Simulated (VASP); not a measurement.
# MgI2 (P-3m1) in VASP: further runs, part 2 of 2

VASP 6.6.1. Earlier steps stand in the parts before.

### Step 3. Single point, PBE-based screened hybrid with 25 % exact exchange

POSCAR

```
MgI2
1.0
    4.1400000000      0.0000000000      0.0000000000
   -2.0700000000      3.5853451717      0.0000000000
    0.0000000000      0.0000000000      6.8800000000
I Mg
2 1
Direct
    0.6666666667      0.3333333333      0.7500000000
    0.3333333333      0.6666666667      0.2500000000
    0.0000000000      0.0000000000      0.0000000000
```

INCAR.step1

```
ALGO = Normal
EDIFF = 1E-5
ENCUT = 520
GGA = PE
ISIF = 2
ISMEAR = -1
LASPH = True
LCHARG = False
LREAL = False
LWAVE = True
NBANDS = 15
NELM = 60
PREC = Accurate
SIGMA = 0.05
```

INCAR.step2

```
AEXX = 0.25
ALGO = Normal
EDIFF = 1E-7
ENCUT = 520
GGA = PE
HFSCREEN = 0.3
ISIF = 2
ISMEAR = -1
ISTART = 1
LASPH = True
LCHARG = False
LHFCALC = True
LREAL = False
LWAVE = False
NBANDS = 15
NELM = 60
PREC = Accurate
PRECFOCK = Normal
SIGMA = 0.05
```

KPOINTS

```
k-points
0
Gamma
  4 4 2
```

Potentials or basis: VASP PAW PBE potentials, release 64 (I, Mg).

Launch:

```bash
> cat potpaw_PBE.64/I/POTCAR potpaw_PBE.64/Mg/POTCAR > POTCAR
> cp INCAR.step1 INCAR
> mpirun -np 1 vasp_std > vasp.out
> cp INCAR.step2 INCAR
> mpirun -np 1 vasp_std > vasp.out
```

OUTCAR:

```text
AEXX = 0.25
   EDIFF = 1E-7
   ENCUT = 520
   GGA = PE
   HFSCREEN = 0.3
   ISIF = 2
   ISMEAR = -1
   ISTART = 1
   LASPH = True
   LHFCALC = True
   LREAL = False
   NELM = 60
   PREC = Accurate
   PRECFOCK = Normal

 ion  position               nearest neighbor table
   1  0.667  0.333  0.750-   3 2.94   3 2.94   3 2.94
   2  0.333  0.667  0.250-   3 2.94   3 2.94   3 2.94
   3  0.000  0.000  0.000-   1 2.94   2 2.94   1 2.94   2 2.94   1 2.94   2 2.94

  LATTYP: Found a hexagonal cell.
 ALAT       =     4.1400000000
 C/A-ratio  =     1.6618357488

  Lattice vectors:

 A1 = (   4.1400000000,   0.0000000000,   0.0000000000)
 A2 = (  -2.0700000000,   3.5853451717,   0.0000000000)
 A3 = (   0.0000000000,   0.0000000000,   6.8800000000)

Analysis of symmetry for initial positions (statically):
=====================================================================
 Subroutine PRICEL returns:
 Original cell was already a primitive cell.

 Routine SETGRP: Setting up the symmetry group for a
 hexagonal supercell.

 Subroutine GETGRP returns: Found 12 space group operations
 (whereof 12 operations were pure point group operations)
 out of a pool of 24 trial point group operations.

The static configuration has the point symmetry D_3d.

Analysis of symmetry for dynamics (positions and initial velocities):
=====================================================================
 Subroutine PRICEL returns:
 Original cell was already a primitive cell.

 Routine SETGRP: Setting up the symmetry group for a
 hexagonal supercell.

 Subroutine GETGRP returns: Found 12 space group operations
 (whereof 12 operations were pure point group operations)
 out of a pool of 24 trial point group operations.

The dynamic configuration has the point symmetry D_3d.

 Subroutine INISYM returns: Found 12 space group operations
 (whereof 12 operations are pure point group operations),
 and found     1 'primitive' translations

----------------------------------------------------------------------------------------

                                     Primitive cell

  volume of cell :     102.1221

  direct lattice vectors                    reciprocal lattice vectors
     4.140000000  0.000000000  0.000000000     0.241545894  0.139456587  0.000000000
    -2.070000000  3.585345172  0.000000000     0.000000000  0.278913174  0.000000000
     0.000000000  0.000000000  6.880000000     0.000000000  0.000000000  0.145348837

  length of vectors
     4.140000000  4.140000000  6.880000000     0.278913174  0.278913174  0.145348837

  position of ions in fractional coordinates (direct lattice)
     0.666666667  0.333333333  0.750000000
     0.333333333  0.666666667  0.250000000
     0.000000000  0.000000000  0.000000000

  ion indices of the primitive-cell ions
   primitive index   ion index
                 1           1
                 2           2
                 3           3

[... 38 lines left out ...]
   total plane-waves  NPLWV =  55296
   dimension x,y,z NGX =    32 NGY =   32 NGZ =   54
   dimension x,y,z NGXF=    64 NGYF=   64 NGZF=  108
   ions per type =               2   1
   NGX,Y,Z   is equivalent  to a cutoff of  12.85, 12.85, 13.05 a.u.
   NGXF,Y,Z  is equivalent  to a cutoff of  25.70, 25.70, 26.10 a.u.
 SYSTEM =  unknown system
   PREC   = accura    normal or accurate (medium, high low for compatibility)
   ISTART =      1    job   : 0-new  1-cont  2-samecut
   ICHARG =      0    charge: 1-file 2-atom 10-const
   ISPIN  =      1    spin polarized calculation?
   LNONCOLLINEAR =      F non collinear calculations
   LSORBIT =      F    spin-orbit coupling
   LASPH  =      T    aspherical Exc in radial PAW
   ENCUT  =  520.0 eV  38.22 Ry    6.18 a.u.   7.70  7.70 12.79*2*pi/ulx,y,z
   NELM   =     60;   NELMIN=  2; NELMDL=  0     # of ELM steps
   EDIFF  = 0.1E-06   stopping-criterion for ELM
   LREAL  =      F    real-space projection
   EDIFFG = 0.1E-05   stopping-criterion for IOM
   NSW    =      0    number of steps for IOM
   IBRION =     -1    ionic relax: 0-MD 1-quasi-New 2-CG
   NFREE  =      0    steps in history (QN), initial steepest desc. (CG)
   ISIF   =      2    stress and relaxation
   ISYM   =      3    0-nonsym 1-usesym 2-fastsym
   POTIM  = 0.5000    time-step for ionic-motion
   TEBEG  =    0.0;   TEEND  =   0.0 temperature during run
   PSTRESS=    0.0 pullay stress
   NELECT =      16.0000    total number of electrons
   NUPDOWN=      -1.0000    fix difference up-down
   EMIN   =  10.00;   EMAX   =-10.00  energy-range for DOS
   EFERMI =   0.00;   METHOD = LEGACY
   ISMEAR =    -1;   SIGMA  =   0.05  broadening in eV -4-tet -1-fermi 0-gaus
   EFERMI_NEDOS =   21; number of points for ismear=-14 and -15
   IALGO  =     38    algorithm
   IMIX   =      1    mixing-type and parameters
     AMIX     =   0.40;   BMIX     =  1.00
     AMIX_MAG =   1.60;   BMIX_MAG =  1.00
  volume/ion in A,a.u.               =      34.04       229.72
  Fermi-wavevector in a.u.,A,eV,Ry     =   0.882555  1.667786 10.597613  0.778903
  Thomas-Fermi vector in A             =   2.003202
   LORBIT       =      0    0 simple, 1 ext, 2 COOP (PROOUT), +10 PAW based schemes
   GGA     = PE    functional components
   LHFCALC =     T    Hartree Fock is set to
   PRECFOCK=normal    Normal, Fast or Accurate (Low or Medium for compatibility)
   ENCUT4O =  -1.0   cutoff for four orbital integrals eV
   NKREDX  =     1    reduce k-point grid by
   NKREDY  =     1    reduce k-point grid by
   NKREDZ  =     1    reduce k-point grid by
   AEXX    =    0.2500 exact exchange contribution
   HFSCREEN=    0.3000 screening length (either q_TF or 0.3 A-1)
   HFSCREENC=   0.3000 screening length for correlation (either q_TF or 0.3 A-1)
   ENCUTFOCK=  -1.0 apply spherical cutoff to Coloumb kernel
   IVDW    =     0    specifies the selected vdW correction
   LEPSILON=     F    determine dielectric tensor
   LRPA    =     F    only Hartree local field effects (RPA)
 non-spin polarized calculation
  energy-cutoff  :      520.00
  volume of cell :      102.12
 maximum number of plane-waves:      2779
 NGX is ok and might be reduce to    32
  NGX = 24; NGY = 24; NGZ = 40

 number of electron      16.0000002 magnetization

 Free energy of the ion-electron system (eV)
  ---------------------------------------------------
  ext. energy  EPLUGINS =         0.00000000
  ---------------------------------------------------
  free energy    TOTEN  =        -8.88764274 eV

  energy without entropy =       -8.88764274  energy(sigma->0) =       -8.88764274

 E-fermi :   2.9565     XC(G=0):  -7.0560

 val. band max:        1.8086847142   @ k =   0.0000   0.0000   0.0000
 cond. band min:       6.0154504256   @ k =   0.5000  -0.0000   0.5000
 fundamental gap:      4.2067657114
 Fermi energy:         2.9565325869

 k-point     1 :       0.0000    0.0000    0.0000
  band No.  band energies     occupation
      1     -11.1952      2.00000
      2     -10.4366      2.00000
      3      -2.0069      2.00000
      4       1.4189      2.00000
      5       1.4189      2.00000
      6       1.7885      2.00000
      7       1.8087      2.00000
      8       1.8087      2.00000
      9       6.2182      0.00000
     10       7.4166      0.00000
     11       9.4555      0.00000
     12       9.4555      0.00000
     13      10.0566      0.00000
     14      10.9117      0.00000
[... 113 lines left out ...]
      2     -10.2453      2.00000
      3      -1.6275      2.00000
      4      -1.1650      2.00000
      5      -0.4195      2.00000
      6      -0.0051      2.00000
      7       1.0770      2.00000
      8       1.1909      2.00000
      9       7.0523      0.00000
     10       8.0986      0.00000
     11       8.7790      0.00000
     12      10.1245      0.00000
     13      10.2809      0.00000
     14      10.6606      0.00000
     15      10.8852      0.00000

------------------------ aborting loop because EDIFF is reached ----------------------------------------

  FORCE on cell =-STRESS in cart. coord.  units (eV):
  Direction    XX          YY          ZZ          XY          YZ          ZX
  --------------------------------------------------------------------------------------
  -------------------------------------------------------------------------------------
  Total        0.1929969      0.1929969     -0.3895023     -0.0000000      0.0000000      0.0000000
  in kB        3.0278973      3.0278973     -6.1108390     -0.0000000      0.0000000      0.0000000
  external PRESSURE =      -0.0183481 kB  Pullay stress =       0.0000000 kB

 VOLUME and BASIS-vectors are now :
 -----------------------------------------------------------------------------
  energy-cutoff  :      520.00
  volume of cell :      102.12
      direct lattice vectors                 reciprocal lattice vectors
     4.140000000  0.000000000  0.000000000     0.241545894  0.139456587  0.000000000
    -2.070000000  3.585345172  0.000000000     0.000000000  0.278913174  0.000000000
     0.000000000  0.000000000  6.880000000     0.000000000  0.000000000  0.145348837

 POSITION                                       TOTAL-FORCE (eV/Angst)
 -----------------------------------------------------------------------------------
      2.07000      1.19512      5.16000         0.000000      0.000000      0.380079
     -0.00000      2.39023      1.72000        -0.000000     -0.000000     -0.380079
      0.00000      0.00000      0.00000         0.000000      0.000000      0.000000
 -----------------------------------------------------------------------------------
    total drift:                               -0.000000      0.000000      0.000025

  FREE ENERGIE OF THE ION-ELECTRON SYSTEM (eV)
  ---------------------------------------------------
  free  energy   TOTEN  =        -8.8876427396 eV

  energy  without entropy=       -8.8876427396  energy(sigma->0) =       -8.88764274
```

Wall time 7.8 min (1 thread of Intel Xeon 8259CL, shared host); peak memory 0.34 GiB.

Results:

| Property | Result |
| --- | --- |
| Free energy | -8.8876 eV |
| Pressure | 0.0 GPa |
| Largest force | 0.380 eV/Å |
| Band gap on the k mesh | 4.21 eV (least direct gap 4.41 eV) |

Forces on the atoms (eV/Å):
```
I    0.000  0.000  0.380
I    0.000  0.000 -0.380
Mg   0.000  0.000  0.000
```

Caveat: the k points lie up to 0.46 Å⁻¹ apart; the PAW data sets were made with another functional, which shifts forces and pressure a little; spin-orbit coupling is left out, which moves the levels of the heavy elements. A k mesh can miss the band edges.

### Step 4. Single point, PBE-based screened hybrid with 25 % exact exchange

POSCAR is that of step 3.

INCAR.step1

```
SYSTEM = MgI2
PREC     = Accurate       ! precision mode
ENCUT    = 520            ! plane-wave cutoff, eV
EDIFF    = 1E-5           ! SCF threshold, eV
ISMEAR   = -1             ! smearing method
SIGMA    = 0.05           ! smearing width, eV
LREAL    = .FALSE.        ! projectors in reciprocal space
LASPH    = .TRUE.         ! aspherical terms in the spheres
NELM     = 80             ! most SCF steps
ALGO     = Normal         ! electronic algorithm
ISIF     = 2              ! what is computed and relaxed
LWAVE    = .TRUE.         ! write WAVECAR
LCHARG   = .FALSE.        ! write CHGCAR
NBANDS   = 15             ! bands
GGA      = PE             ! functional
```

INCAR.step2

```
SYSTEM = MgI2
PREC     = Accurate       ! precision mode
ENCUT    = 520            ! plane-wave cutoff, eV
EDIFF    = 1E-6           ! SCF threshold, eV
ISMEAR   = -1             ! smearing method
SIGMA    = 0.05           ! smearing width, eV
LREAL    = .FALSE.        ! projectors in reciprocal space
LASPH    = .TRUE.         ! aspherical terms in the spheres
NELM     = 80             ! most SCF steps
ALGO     = Normal         ! electronic algorithm
ISIF     = 2              ! what is computed and relaxed
LWAVE    = .FALSE.        ! write WAVECAR
LCHARG   = .FALSE.        ! write CHGCAR
GGA      = PE             ! functional
LHFCALC  = .TRUE.         ! exact exchange
AEXX     = 0.25           ! exact-exchange fraction
HFSCREEN = 0.4            ! screening, 1/A
PRECFOCK = Normal       
NBANDS   = 15             ! bands
ISTART   = 1
```

KPOINTS

```
regular mesh
0
G
  4 4 2
  0 0 0
```

Launch:

```bash
> cat potpaw_PBE.64/I/POTCAR potpaw_PBE.64/Mg/POTCAR > POTCAR
> cp INCAR.step1 INCAR
> mpirun -np 1 vasp_std > vasp.out
> cp INCAR.step2 INCAR
> mpirun -np 1 vasp_std > vasp.out
```

Run time: 8.1 min. Hardware: 1 thread of Oxide Virtual Turin-like, shared host; peak memory 0.3 GiB.

It converged, with:

```yaml
Free_energy: -8.6533 eV
Pressure: 0.1 GPa
Largest_force: 0.363 eV/Å
Band_gap_on_the_k_mesh: 4.03 eV (least direct gap 4.24 eV)
```

Forces in eV/Å, atoms in the order of the input:
```
I    0.000  0.000  0.363
I    0.000  0.000 -0.363
Mg   0.000  0.000  0.000
```

Stress tensor (GPa, compression positive):
```
 0.40  0.00  0.00
 0.00  0.40  0.00
 0.00  0.00 -0.52
```

Levels at points of the mesh, in eV from the valence-band top:
```tsv
k point	band 4	band 5	band 6	band 7	band 8	band 9	band 10	band 11	band 12	band 13
(0.00, 0.00, 0.00)	-0.39	-0.39	-0.02	0.00	0.00	4.24	5.44	7.45	7.45	8.06
(0.50, 0.00, 0.00)	-2.89	-2.02	-1.36	-0.99	-0.43	4.20	5.88	5.94	7.50	8.46
(0.00, 0.00, 0.50)	-1.64	-0.26	-0.26	-0.13	-0.13	5.32	5.52	7.24	7.24	8.40
(0.50, 0.00, 0.50)	-3.34	-1.17	-1.14	-0.87	-0.72	4.03	5.67	6.21	6.58	8.36
```

Caveat: the k points lie up to 0.46 Å⁻¹ apart; the PAW data sets were made with another functional, which shifts forces and pressure a little; spin-orbit coupling is left out, which moves the levels of the heavy elements. A k mesh can miss the band edges.

### Step 5. Overview

| screening parameter | gap on the mesh (eV) | pressure (GPa) | largest force (eV/Å) |
| --- | --- | --- | --- |
| 0.2 1/Å | 4.44 | -0.1 | 0.39 |
| 0.3 1/Å | 4.21 | 0.0 | 0.38 |
| 0.4 1/Å | 4.03 | 0.1 | 0.36 |

Alike in all rows: task single point; level PBE-based screened hybrid with 25 % exact exchange; potentials or basis VASP PAW PBE potentials, release 64 (I, Mg); no spin polarisation; cell as given; k mesh 4 × 4 × 2; cutoff (eV) 520; smearing fermi-dirac 0.05 eV.

Caveats: all runs use coarse meshes; the PAW data sets were made with another functional, which shifts forces and pressure a little; spin-orbit coupling is left out, which moves the levels of the heavy elements.

Total energies depend on the potentials used, so only differences within one code and one set of settings carry meaning.
